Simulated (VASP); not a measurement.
Here is a VASP 6.6.1 calculation.

INCAR

```
ALGO     = Normal         # electronic algorithm
EDIFF    = 1E-7           # SCF threshold, eV
EDIFFG   = -0.02          # ionic threshold
ENCUT    = 520            # plane-wave cutoff, eV
GGA      = CA             # functional
IBRION   = 2              # ionic algorithm
ISIF     = 2              # what is computed and relaxed
ISMEAR   = 0              # smearing method
LASPH    = T              # aspherical terms in the spheres
LCHARG   = F              # write CHGCAR
LREAL    = Auto         
LWAVE    = F              # write WAVECAR
NELM     = 60             # most SCF steps
NSW      = 80             # ionic steps
PREC     = Accurate       # precision mode
SIGMA    = 0.02           # smearing width, eV
```

The input KPOINTS:

```
Automatic mesh
0
Gamma
  2 2 2
  0.5 0.5 0.5
```

The input POSCAR:

```
Si
1.0
   -5.4019422754     -5.4019422754      5.4019422754
    5.4019422754     -5.4019422754     -5.4019422754
    5.4019422754      5.4019422754      5.4019422754
Si
31
Direct
    0.2500000000      0.7500000000      0.7500000000
    0.0000000000      0.7500000000      0.0000000000
    0.5000000000      0.5000000000      0.7500000000
    0.2500000000      0.5000000000      0.0000000000
    0.0000000000      0.5000000000      0.2500000000
    0.7500000000      0.7500000000      0.2500000000
    0.5000000000      0.7500000000      0.5000000000
    0.0000000000      0.0000000000      0.7500000000
    0.7500000000      0.2500000000      0.7500000000
    0.5000000000      0.2500000000      0.0000000000
    0.2500000000      0.2500000000      0.2500000000
    0.0000000000      0.2500000000      0.5000000000
    0.7500000000      0.5000000000      0.5000000000
    0.7500000000      0.0000000000      0.0000000000
    0.5000000000      0.0000000000      0.2500000000
    0.2500000000      0.0000000000      0.5000000000
    0.0000000000      0.7500000000      0.7500000000
    0.5000000000      0.5000000000      0.5000000000
    0.2500000000      0.5000000000      0.7500000000
    0.0000000000      0.5000000000      0.0000000000
    0.7500000000      0.7500000000      0.0000000000
    0.5000000000      0.7500000000      0.2500000000
    0.0000000000      0.0000000000      0.5000000000
    0.7500000000      0.2500000000      0.5000000000
    0.5000000000      0.2500000000      0.7500000000
    0.2500000000      0.2500000000      0.0000000000
    0.0000000000      0.2500000000      0.2500000000
    0.7500000000      0.5000000000      0.2500000000
    0.7500000000      0.0000000000      0.7500000000
    0.5000000000      0.0000000000      0.0000000000
    0.2500000000      0.0000000000      0.2500000000
```

Potentials or basis: VASP PAW LDA potentials, release 64 (Si).

Command:

```bash
$ cat potpaw_LDA.64/Si/POTCAR > POTCAR
$ mpirun -np 1 vasp_std > vasp.out
```

(1) Estimate the band gap on the k mesh.

(2) Predict the energy gained by relaxing.

## Answers

(1) zero (bands 62 and 63 overlap by 0.17 eV).

(2) 3.2 meV/atom.

Caveat: the k points lie up to 0.41 Å⁻¹ apart; the cell differs from its parent crystal (atoms taken out).
